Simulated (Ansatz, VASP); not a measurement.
Two plane-wave programs on Mo

File POSCAR:

```
Mo
1.0
   -1.5838089700      1.5838089700      1.5838089700
    1.5838089700     -1.5838089700      1.5838089700
    1.5838089700      1.5838089700     -1.5838089700
Mo
1
Direct
    0.0000000000      0.0000000000      0.0000000000
```

Contents of INCAR.step1:

```
ALGO     = Normal         # electronic algorithm
EDIFF    = 1E-4           # SCF threshold, eV
ENCUT    = 600            # plane-wave cutoff, eV
GGA      = PE             # functional
ISMEAR   = 0              # smearing method
LASPH    = T              # aspherical terms in the spheres
LCHARG   = F              # write CHGCAR
LREAL    = F              # projectors in reciprocal space
LWAVE    = T              # write WAVECAR
NELM     = 100            # most SCF steps
PREC     = Accurate       # precision mode
SIGMA    = 0.1            # smearing width, eV
```

INCAR.step2

```
ALGO     = Normal         # electronic algorithm
EDIFF    = 1E-7           # SCF threshold, eV
EDIFFG   = -0.005         # ionic threshold
ENCUT    = 600            # plane-wave cutoff, eV
IBRION   = 2              # ionic algorithm
ISIF     = 3              # what is computed and relaxed
ISMEAR   = 0              # smearing method
ISTART   = 1            
LASPH    = T              # aspherical terms in the spheres
LCHARG   = F              # write CHGCAR
LMIXTAU  = T            
LREAL    = F              # projectors in reciprocal space
LWAVE    = F              # write WAVECAR
METAGGA  = R2SCAN         # meta-GGA
NELM     = 100            # most SCF steps
NSW      = 100            # ionic steps
PREC     = Accurate       # precision mode
SIGMA    = 0.1            # smearing width, eV
```

KPOINTS

```
k-points
0
Gamma
  18 18 18
```

Input for Ansatz:

```yaml
crystal:
  lattice:
    - [-1.58380897, 1.58380897, 1.58380897]
    - [1.58380897, -1.58380897, 1.58380897]
    - [1.58380897, 1.58380897, -1.58380897]
  atoms:
    - { symbol: Mo, position: [0.0, 0.0, 0.0] }
basis:
  ecutwfc: 500
kpoints:
  mp_grid: { grid: [18, 18, 18] }
hamiltonian:
  xc: r2scan
scf:
  occupations: { method: gaussian, width: 0.1 }
output:
  forces: true
  stress: true
  eigenvalues: true
  write_density: true
  write_potential: true
  elf: true
  volumetric_format: npy
relax:
  adjacent_minimum: "off"
  f_tol: 0.005
  max_steps: 80
  cell: { stress_tol: 0.05 }
```

Alike in both runs: task relaxation of cell and atoms; functional r2SCAN; k mesh 18 × 18 × 18; occupations gaussian, width 0.1 eV; no spin polarisation.

```csv
,VASP,Ansatz
version,VASP 6.6.1,Ansatz 0.2.0
potentials or method,"VASP PAW PBE potentials, release 64 (Mo_sv), cutoff 600 eV","scalar-relativistic, plane waves, PAW"
valence electrons in the cell,14,14
```

|  | VASP | Ansatz | Ansatz less VASP |
| --- | --- | --- | --- |
| gap on the k mesh at the Fermi level, each at its own relaxed structure (eV) | none | none | - |
| relaxed volume (Å³/atom) | 15.70 | 15.63 | -0.065 |
| relaxed cell length with the largest relative difference (Å) | 2.732 | 2.728 | -0.0038 |

VASP's potentials were made for PBE, not for r2SCAN. A gap of «none» marks a metal or a gap that the smearing closes.
